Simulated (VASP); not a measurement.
Wanted: the native input for a VASP 6.6.1 run.

| Quantity | Value |
| --- | --- |
| Task | single point |
| Functional | PBE |
| Potentials or basis | VASP PAW PBE potentials, release 64 (H) |
| Cutoff | 520 eV |
| k mesh | 9 × 9 × 6 |
| Occupations | gaussian, width 0.02 eV |
| Spin | no spin polarisation |
| Dipole correction | no |
| Further INCAR settings | ALGO = Normal; EDIFF = 1e-07; NBANDS = 10 |

The structure of H lies in POSCAR:

```
H
1.0
    4.0074833064      0.0000000000      0.0000000000
   -2.0037416532      3.4705823486      0.0000000000
    0.0000000000      0.0000000000      4.9637953673
H
4
Direct
    0.3333333300      0.6666666700      0.1616732844
    0.6666666700      0.3333333300      0.6844324769
    0.6666666700      0.3333333300      0.8155675231
    0.3333333300      0.6666666700      0.3383267156
```

This cell differs from its parent crystal: strained and its atoms moved.

The input as run:

INCAR

```
ALGO = Normal
EDIFF = 1E-7
ENCUT = 520
GGA = PE
ISIF = 2
ISMEAR = 0
LASPH = T
LCHARG = T
LELF = T
LREAL = F
LVHAR = T
LWAVE = F
NBANDS = 10
NELM = 80
PREC = Accurate
SIGMA = 0.02
```

KPOINTS

```
k-points
0
Gamma
  9 9 6
```

Potentials or basis: VASP PAW PBE potentials, release 64 (H).

Run with:

```bash
$ cat potpaw_PBE.64/H/POTCAR > POTCAR
$ mpirun -np 1 vasp_std > vasp.out
```

Results of the run:

```json
{
 "Pressure": "0.3 GPa",
 "Largest force": "4.842 eV/Å",
 "Band gap on the k mesh": "9.09 eV (least direct gap 9.14 eV)"
}
```

Caveat: the cell differs from its parent crystal (strained and its atoms moved); forces of over 1 eV/Å act on the atoms, so gaps and moduli don't describe the material at rest.

Wall time 55 s on 1 thread of Intel Xeon 8259CL (shared host), peak memory 0.18 GiB.
